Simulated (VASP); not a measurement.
## Si4BW: single point with PBE

Crystal: Si4BW.

```
Si B W
1.0
     4.40449    0.00000    0.00000
    -2.20224    3.81440    0.00000
     0.00000    0.00000    4.74028
Si B W
4 1 1
Direct
  0.33333 0.66667 0.25061
  0.33333 0.66667 0.74939
  0.66667 0.33333 0.74939
  0.66667 0.33333 0.25061
  0.00000 0.00000 0.50000
  0.00000 0.00000 0.00000
```

| Property | Result |
| --- | --- |
| Program | VASP 6.6.1 |
| Task | single point |
| Functional | PBE |
| Potentials or basis | VASP PAW PBE potentials, release 64 (Si, B, W_sv) |
| Cutoff | 520 eV |
| k mesh | 12 × 12 × 8 |
| Occupations | gaussian, width 0.1 eV |
| Spin | no spin polarisation |
| Dipole correction | no |
| k mesh for the DOS | 18 × 18 × 12 |
| Occupations for the DOS | tetrahedron |
| Further INCAR settings | ALGO = Normal; EDIFF = 1e-06; NBANDS = 26 |

```json
{"Valence electrons inside the program's atomic spheres": "Si 1.63; B 1.54; W 11.95"}
```

Levels at points of the mesh, in eV from the Fermi level:
```
           k point  band 12  band 13  band 14  band 15  band 16  band 17  band 18  band 19  band 20  band 21
(0.00, 0.00, 0.00)    -3.22    -3.22    -2.19    -2.19    -1.49    -0.23    -0.23     0.46     0.46     1.36
(0.50, 0.00, 0.00)    -4.63    -3.48    -2.58    -1.68    -0.38     0.14     1.86     2.00     2.12     2.92
(0.00, 0.00, 0.50)    -4.26    -4.26    -3.24    -3.24    -3.24     0.01     0.02     0.02     1.92     2.22
(0.50, 0.00, 0.50)    -4.40    -2.34    -1.54    -1.43     0.87     1.04     1.24     2.27     2.41     2.81
```

It took 4.4 min on 1 thread of Intel(R) Xeon(R) 6975P-C (Granite Rapids), with other jobs on the host, peak memory 0.57 GiB.

Caveat: spin-orbit coupling is left out, which moves the levels of the heavy elements.
